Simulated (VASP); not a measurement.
# WS2 (Tungstenite) (R3m) in VASP: a series of runs

Runs on WS2 (Tungstenite). Level: PBEsol. Tasks: single point.

Everything below comes from runs of VASP 6.6.1. Logs are shortened: lines on timing, memory, paths and dates and some standing lists are left out, and cuts for length are marked.

## 1. The cell of the first run

It takes space group R3m (No. 160, trigonal). Conventional cell: a = 3.115 Å, b = 3.115 Å, c = 18.240 Å, α = 90.00°, β = 90.00°, γ = 120.00°. W (site symmetry 3m) has 6 S at 2.36 to 2.38 Å within 3.1 Å. Within 3.1 Å of S (site symmetry 3m) lie 3 W at 2.38 Å and 1 S at 3.09 Å. Within 3.1 Å of S (site symmetry 3m) lie 3 W at 2.36 Å and 1 S at 3.09 Å.

## 2. Single point, PBEsol (volume scaled by 0.96)

Input file INCAR:

```
SYSTEM = WS2
PREC = Accurate
ENCUT = 520
EDIFF = 1E-7
ISMEAR = -1
SIGMA = 0.05
LREAL = .FALSE.
LASPH = .TRUE.
NELM = 60
ALGO = Normal
ISIF = 2
LWAVE = .FALSE.
LCHARG = .TRUE.
GGA = PS
LELF = .TRUE.
LVHAR = .TRUE.
NBANDS = 20
```

Input file KPOINTS:

```
Automatic mesh
0
G
  10 10 10
  0 0 0
```

Input file POSCAR:

```
WS2
1.0
    1.5576595461      0.8993151583      6.0800348339
   -1.5576595461      0.8993151583      6.0800348339
    0.0000000000     -1.7986303165      6.0800348339
W S
1 2
Direct
    0.0000000000      0.0000000000      0.0000000000
    0.5810000000      0.5810000000      0.5810000000
    0.7503000000      0.7503000000      0.7503000000
```

Potentials or basis: VASP PAW PBE potentials, release 64 (W_sv, S).

Run with:

```
$ cat potpaw_PBE.64/W_sv/POTCAR potpaw_PBE.64/S/POTCAR > POTCAR
$ mpirun -np 1 vasp_std > vasp.out
```

OUTCAR:

```text
SYSTEM = WS2
   PREC = Accurate
   ENCUT = 520
   EDIFF = 1E-7
   ISMEAR = -1
   LREAL = .FALSE.
   LASPH = .TRUE.
   NELM = 60
   ISIF = 2
   GGA = PS

 ion  position               nearest neighbor table
   1  0.000  0.000  0.000-   3 2.36   3 2.36   3 2.36   2 2.38   2 2.38   2 2.38
   2  0.581  0.581  0.581-   1 2.38   1 2.38   1 2.38
   3  0.750  0.750  0.750-   1 2.36   1 2.36   1 2.36

  LATTYP: Found a trigonal (rhomboedric) cell.
 ALAT       =     6.3404963999
 COS(alpha) =     0.8792940837

  Lattice vectors:

 A1 = (   1.5576595461,   0.8993151583,   6.0800348339)
 A2 = (  -1.5576595461,   0.8993151583,   6.0800348339)
 A3 = (   0.0000000000,  -1.7986303165,   6.0800348339)

Analysis of symmetry for initial positions (statically):
=====================================================================
 Subroutine PRICEL returns:
 Original cell was already a primitive cell.

 Routine SETGRP: Setting up the symmetry group for a
 trigonal (rhombohedral) supercell.

 Subroutine GETGRP returns: Found  6 space group operations
 (whereof  6 operations were pure point group operations)
 out of a pool of 12 trial point group operations.

The static configuration has the point symmetry C_3v.

Analysis of symmetry for dynamics (positions and initial velocities):
=====================================================================
 Subroutine PRICEL returns:
 Original cell was already a primitive cell.

 Routine SETGRP: Setting up the symmetry group for a
 trigonal (rhombohedral) supercell.

 Subroutine GETGRP returns: Found  6 space group operations
 (whereof  6 operations were pure point group operations)
 out of a pool of 12 trial point group operations.

The dynamic configuration has the point symmetry C_3v.

 Subroutine INISYM returns: Found  6 space group operations
 (whereof  6 operations are pure point group operations),
 and found     1 'primitive' translations

----------------------------------------------------------------------------------------

                                     Primitive cell

  volume of cell :      51.1025

  direct lattice vectors                    reciprocal lattice vectors
     1.557659546  0.899315158  6.080034834     0.320994406  0.185326206  0.054824247
    -1.557659546  0.899315158  6.080034834    -0.320994406  0.185326206  0.054824247
     0.000000000 -1.798630316  6.080034834     0.000000000 -0.370652413  0.054824247

  length of vectors
     6.340496400  6.340496400  6.340496400     0.374685080  0.374685080  0.374685080

  position of ions in fractional coordinates (direct lattice)
     0.000000000  0.000000000  0.000000000
     0.581000000  0.581000000  0.581000000
     0.750300000  0.750300000  0.750300000

  ion indices of the primitive-cell ions
   primitive index   ion index
                 1           1
                 2           2
                 3           3

----------------------------------------------------------------------------------------

 KPOINTS: Automatic mesh

Automatic generation of k-mesh.
 Grid dimensions read from file:
 generate k-points for:   10   10   10

 Generating k-lattice:

  Cartesian coordinates                     Fractional coordinates (reciprocal lattice)
     0.032099441  0.018532621  0.005482425     0.100000000  0.000000000 -0.000000000
    -0.032099441  0.018532621  0.005482425     0.000000000  0.100000000 -0.000000000
     0.000000000 -0.037065241  0.005482425     0.000000000  0.000000000  0.100000000

  Length of vectors
     0.037468508  0.037468508  0.037468508

  Shift w.r.t. Gamma in fractional coordinates (k-lattice)
     0.000000000  0.000000000  0.000000000

 Subroutine IBZKPT returns following result:
 ===========================================

 Found    116 irreducible k-points:

 Following reciprocal coordinates:
            Coordinates               Weight
  0.000000  0.000000  0.000000      1.000000
  0.100000 -0.000000  0.000000      6.000000
  0.200000 -0.000000  0.000000      6.000000
  0.300000 -0.000000 -0.000000      6.000000
  0.400000 -0.000000  0.000000      6.000000
  0.500000 -0.000000 -0.000000      3.000000
[... 16 lines left out ...]
  0.300000  0.300000 -0.000000      6.000000
  0.400000  0.300000 -0.000000     12.000000
 [... further k-points ...]
   k-points           NKPTS =    116   k-points in BZ     NKDIM =    116   number of bands    NBANDS=     20
   number of dos      NEDOS =    301   number of ions     NIONS =      3
   total plane-waves  NPLWV = 110592
   dimension x,y,z NGX =    48 NGY =   48 NGZ =   48
   dimension x,y,z NGXF=    96 NGYF=   96 NGZF=   96
   ions per type =               1   2
   NGX,Y,Z   is equivalent  to a cutoff of  12.59, 12.59, 12.59 a.u.
   NGXF,Y,Z  is equivalent  to a cutoff of  25.17, 25.17, 25.17 a.u.
 SYSTEM =  WS2
   PREC   = accura    normal or accurate (medium, high low for compatibility)
   ISTART =      0    job   : 0-new  1-cont  2-samecut
   ICHARG =      2    charge: 1-file 2-atom 10-const
   ISPIN  =      1    spin polarized calculation?
   LNONCOLLINEAR =      F non collinear calculations
   LSORBIT =      F    spin-orbit coupling
   LASPH  =      T    aspherical Exc in radial PAW
   ENCUT  =  520.0 eV  38.22 Ry    6.18 a.u.  11.79 11.79 11.79*2*pi/ulx,y,z
   NELM   =     60;   NELMIN=  2; NELMDL= -5     # of ELM steps
   EDIFF  = 0.1E-06   stopping-criterion for ELM
   LREAL  =      F    real-space projection
   EDIFFG = 0.1E-05   stopping-criterion for IOM
   NSW    =      0    number of steps for IOM
   IBRION =     -1    ionic relax: 0-MD 1-quasi-New 2-CG
   NFREE  =      0    steps in history (QN), initial steepest desc. (CG)
   ISIF   =      2    stress and relaxation
   ISYM   =      2    0-nonsym 1-usesym 2-fastsym
   POTIM  = 0.5000    time-step for ionic-motion
   TEBEG  =    0.0;   TEEND  =   0.0 temperature during run
   PSTRESS=    0.0 pullay stress
   NELECT =      26.0000    total number of electrons
   NUPDOWN=      -1.0000    fix difference up-down
   EMIN   =  10.00;   EMAX   =-10.00  energy-range for DOS
   EFERMI =   0.00;   METHOD = LEGACY
   ISMEAR =    -1;   SIGMA  =   0.05  broadening in eV -4-tet -1-fermi 0-gaus
   EFERMI_NEDOS =   21; number of points for ismear=-14 and -15
   IALGO  =     38    algorithm
   IMIX   =      4    mixing-type and parameters
     AMIX     =   0.40;   BMIX     =  1.00
     AMIX_MAG =   1.60;   BMIX_MAG =  1.00
  volume/ion in A,a.u.               =      17.03       114.95
  Fermi-wavevector in a.u.,A,eV,Ry     =   1.306929  2.469738 23.239617  1.708064
  Thomas-Fermi vector in A             =   2.437698
   LORBIT       =      0    0 simple, 1 ext, 2 COOP (PROOUT), +10 PAW based schemes
   GGA     = PS    functional components
   LHFCALC =     F    Hartree Fock is set to
   AEXX    =    0.0000 exact exchange contribution
   IVDW    =     0    specifies the selected vdW correction
   LEPSILON=     F    determine dielectric tensor
   LRPA    =     F    only Hartree local field effects (RPA)
 non-spin polarized calculation
  energy-cutoff  :      520.00
  volume of cell :       51.10
 maximum number of plane-waves:      1399
   NGX = 23   NGY = 23   NGZ = 23

 number of electron      25.9999998 magnetization

 Free energy of the ion-electron system (eV)
  ---------------------------------------------------
  ext. energy  EPLUGINS =         0.00000000
  ---------------------------------------------------
  free energy    TOTEN  =       -25.22122735 eV

  energy without entropy =      -25.22122683  energy(sigma->0) =      -25.22122709

 E-fermi :   8.4168     XC(G=0): -11.3181

 val. band max:        7.9700709988   @ k =   0.5000   0.5000   0.5000
 cond. band min:       8.9552790487   @ k =  -0.2000   0.2000   0.0000
 fundamental gap:      0.9852080499
 Fermi energy:         8.4168415135

 k-point     1 :       0.0000    0.0000    0.0000
  band No.  band energies     occupation
      1     -66.5995      2.00000
      2     -30.9247      2.00000
      3     -30.6979      2.00000
      4     -30.6979      2.00000
      5      -8.0446      2.00000
      6      -5.8651      2.00000
[... 12 lines left out ...]
     19      15.8379      0.00000
     20      16.4836      0.00000

 k-point     2 :       0.1000   -0.0000    0.0000
  band No.  band energies     occupation
      1     -66.5972      2.00000
      2     -30.9169      2.00000
      3     -30.7401      2.00000
      4     -30.7075      2.00000
      5      -7.8601      2.00000
      6      -5.8168      2.00000
[... 12 lines left out ...]
     19      16.3923      0.00000
     20      16.6252      0.00000

 k-point     3 :       0.2000   -0.0000    0.0000
  band No.  band energies     occupation
      1     -66.5914      2.00000
      2     -30.8965      2.00000
      3     -30.8492      2.00000
      4     -30.7328      2.00000
      5      -7.3449      2.00000
      6      -5.6813      2.00000
[... 12 lines left out ...]
     19      16.3897      0.00000
     20      16.9702      0.00000

 k-point     4 :       0.3000   -0.0000   -0.0000
  band No.  band energies     occupation
      1     -66.5842      2.00000
      2     -30.9815      2.00000
      3     -30.8712      2.00000
      4     -30.7639      2.00000
      5      -6.6178      2.00000
      6      -5.4928      2.00000
[... 12 lines left out ...]
     19      15.7111      0.00000
     20      16.2300      0.00000

 k-point     5 :       0.4000   -0.0000    0.0000
  band No.  band energies     occupation
      1     -66.5784      2.00000
      2     -31.0864      2.00000
      3     -30.8506      2.00000
      4     -30.7888      2.00000
      5      -5.9081      2.00000
      6      -5.3192      2.00000
[... 12 lines left out ...]
     19      14.6915      0.00000
     20      15.4969      0.00000
[... 353 lines left out ...]
      6      -5.2019      2.00000
[... 12 lines left out ...]
     19      15.7656      0.00000
     20      16.7723      0.00000

 k-point    22 :      -0.2000    0.2000    0.0000
  band No.  band energies     occupation
      1     -66.5808      2.00000
      2     -31.0038      2.00000
      3     -30.8594      2.00000
      4     -30.8177      2.00000
      5      -6.2547      2.00000
      6      -5.3607      2.00000
[... 12 lines left out ...]
     19      16.0216      0.00000
     20      16.4763      0.00000

 k-point    23 :       0.3000    0.3000   -0.0000
  band No.  band energies     occupation
      1     -66.5842      2.00000
      2     -30.9815      2.00000
      3     -30.8712      2.00000
      4     -30.7639      2.00000
      5      -6.5665      2.00000
      6      -5.5724      2.00000
[... 12 lines left out ...]
     19      15.4259      0.00000
     20      16.7425      0.00000

 k-point    24 :       0.4000    0.3000   -0.0000
  band No.  band energies     occupation
      1     -66.5802      2.00000
      2     -31.0367      2.00000
      3     -30.8570      2.00000
      4     -30.7994      2.00000
      5      -6.0885      2.00000
      6      -5.4506      2.00000
[... 12 lines left out ...]
     19      15.2917      0.00000
     20      16.5994      0.00000

 [... further k-points ...]
[... 5 lines left out ...]
  --------------------------------------------------------------------------------------
  -------------------------------------------------------------------------------------
  Total        2.0361265      2.0361265      2.5982936     -0.0000000      0.0000000      0.0000000
  in kB       63.8371624     63.8371624     81.4623684     -0.0000000      0.0000000      0.0000000
  external PRESSURE =      69.7122311 kB  Pullay stress =       0.0000000 kB

 VOLUME and BASIS-vectors are now :
 -----------------------------------------------------------------------------
  energy-cutoff  :      520.00
  volume of cell :       51.10
      direct lattice vectors                 reciprocal lattice vectors
     1.557659546  0.899315158  6.080034834     0.320994406  0.185326206  0.054824247
    -1.557659546  0.899315158  6.080034834    -0.320994406  0.185326206  0.054824247
     0.000000000 -1.798630316  6.080034834     0.000000000 -0.370652413  0.054824247

 POSITION                                       TOTAL-FORCE (eV/Angst)
 -----------------------------------------------------------------------------------
      0.00000      0.00000      0.00000         0.000000     -0.000000     -0.661004
      0.00000      0.00000     10.59750         0.000000     -0.000000     -0.389839
      0.00000      0.00000     13.68555         0.000000      0.000000      1.050843
 -----------------------------------------------------------------------------------
    total drift:                                0.000000     -0.000000      0.000097

  FREE ENERGIE OF THE ION-ELECTRON SYSTEM (eV)
  ---------------------------------------------------
  free  energy   TOTEN  =       -25.2212273455 eV

  energy  without entropy=      -25.2212268319  energy(sigma->0) =      -25.22122709
```

Wall time 2.5 min (1 thread of Intel Xeon 6975P-C (Granite Rapids), shared host); peak memory 0.37 GiB.

What came out:

```yaml
Free_energy: -25.2212 eV
Pressure: 7.0 GPa
Largest_force: 1.051 eV/Å
Band_gap_on_the_k_mesh: 0.99 eV, indirect (least direct gap 2.36 eV)
```

Forces on the atoms (eV/Å):
```
W    0.000  0.000 -0.661
S    0.000  0.000 -0.390
S    0.000  0.000  1.051
```

Levels at points of the mesh, in eV from the valence-band top:
```
           k point  band 9  band 10  band 11  band 12  band 13  band 14  band 15  band 16  band 17  band 18
(0.00, 0.00, 0.00)   -3.75    -2.41    -2.41    -1.64    -1.36     2.23     2.23     2.67     2.67     4.82
(0.50, 0.00, 0.00)   -5.58    -4.38    -2.67    -1.87    -1.86     2.39     2.65     3.66     4.01     4.39
(0.50, 0.50, 0.00)   -5.26    -4.29    -3.34    -2.08    -1.66     2.34     2.78     3.26     4.58     4.99
(0.50, 0.50, 0.50)   -3.76    -3.76    -2.38    -2.38     0.00     2.36     2.36     2.49     2.49     4.97
```

Caveat: the cell differs from its parent crystal (volume scaled by 0.96); the PAW data sets were made with another functional, which shifts forces and pressure a little; spin-orbit coupling is left out, which moves the levels of the heavy elements. A k mesh can miss the band edges.

## 3. Single point, PBEsol

This run uses another cell than the first one, of 17.74 Å³/atom, 1.042 times its volume.

Input file INCAR:

```
SYSTEM = WS2
  ALGO = Normal
  EDIFF = 1E-6
  ENCUT = 520
  GGA = PS
  ISIF = 2
  ISMEAR = -1
  LASPH = .TRUE.
  LCHARG = .FALSE.
  LREAL = .FALSE.
  LWAVE = .FALSE.
  NBANDS = 20
  NELM = 80
  PREC = Accurate
  SIGMA = 0.05
```

Input file KPOINTS:

```
k-points
0
G
  10 10 10
  0 0 0
```

Input file POSCAR:

```
WS2
1.0
    1.5790000000      0.9116360751      6.1633333333
   -1.5790000000      0.9116360751      6.1633333333
    0.0000000000     -1.8232721501      6.1633333333
W S
1 2
Direct
    0.0000000000      0.0000000000      0.0000000000
    0.5810000000      0.5810000000      0.5810000000
    0.7503000000      0.7503000000      0.7503000000
```

Potentials or basis: VASP PAW PBE potentials, release 64 (W_sv, S).

Run with:

```
$ cat potpaw_PBE.64/W_sv/POTCAR potpaw_PBE.64/S/POTCAR > POTCAR
$ mpirun -np 1 vasp_std > vasp.out
```

It took 2.3 min on 1 thread of Intel Xeon 6975P-C (Granite Rapids), shared host; peak memory 0.37 GiB.

It converged, with:

- Free energy: -25.2634 eV
- Pressure: -0.5 GPa
- Largest force: 0.602 eV/Å
- Band gap on the k mesh: 1.03 eV, indirect (least direct gap 2.24 eV)

Forces in eV/Å, atoms in the order of the input:
```
W    0.000  0.000 -0.602
S    0.000  0.000  0.350
S    0.000  0.000  0.251
```

Stress tensor (GPa, compression positive):
```
-0.87  0.00  0.00
 0.00 -0.87  0.00
 0.00  0.00  0.20
```

Levels at points of the mesh, in eV from the valence-band top:
```tsv
k point	band 9	band 10	band 11	band 12	band 13	band 14	band 15	band 16	band 17	band 18
(0.00, 0.00, 0.00)	-3.54	-2.28	-2.28	-1.57	-1.23	2.19	2.19	2.55	2.55	4.65
(0.50, 0.00, 0.00)	-5.33	-4.16	-2.58	-1.80	-1.74	2.30	2.59	3.60	3.88	4.34
(0.50, 0.50, 0.00)	-5.03	-4.08	-3.19	-2.00	-1.56	2.25	2.70	3.20	4.39	4.93
(0.50, 0.50, 0.50)	-3.56	-3.56	-2.25	-2.25	0.00	2.31	2.31	2.39	2.39	4.88
```

Caveat: the PAW data sets were made with another functional, which shifts forces and pressure a little; spin-orbit coupling is left out, which moves the levels of the heavy elements.
